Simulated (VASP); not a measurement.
A run of VASP 6.6.1 is set up as follows.

INCAR

```
PREC     = Accurate       # precision mode
ENCUT    = 520            # plane-wave cutoff, eV
EDIFF    = 1E-7           # SCF threshold, eV
ISMEAR   = 0              # smearing method
SIGMA    = 0.1            # smearing width, eV
LREAL    = F              # projectors in reciprocal space
LASPH    = T              # aspherical terms in the spheres
NELM     = 60             # most SCF steps
ALGO     = Normal         # electronic algorithm
ISIF     = 2              # what is computed and relaxed
LWAVE    = F              # write WAVECAR
LCHARG   = F              # write CHGCAR
GGA      = PE             # functional
NBANDS   = 26             # bands
```

The input KPOINTS:

```
regular mesh
0
Gamma
  10 10 10
```

The input POSCAR:

```
ReOs3C
1.0
    4.0365950976      0.0000000000      0.0000000000
    0.0000000000      4.0365950976      0.0000000000
    0.0000000000      0.0000000000      4.0365950976
Re Os C
1 3 1
Direct
    0.0000000000      0.0000000000      0.0000000000
    0.0000000000      0.5000000000      0.5000000000
    0.5000000000      0.0000000000      0.5000000000
    0.5000000000      0.5000000000      0.0000000000
    0.5000000000      0.5000000000      0.5000000000
```

Potentials or basis: VASP PAW PBE potentials, release 64 (Re, Os, C).

Run with:

```console
$ cat potpaw_PBE.64/Re/POTCAR potpaw_PBE.64/Os/POTCAR potpaw_PBE.64/C/POTCAR > POTCAR
$ mpirun -np 1 vasp_std > vasp.out
```

Problem. Estimate the pressure.

Solution. 1.5 GPa.
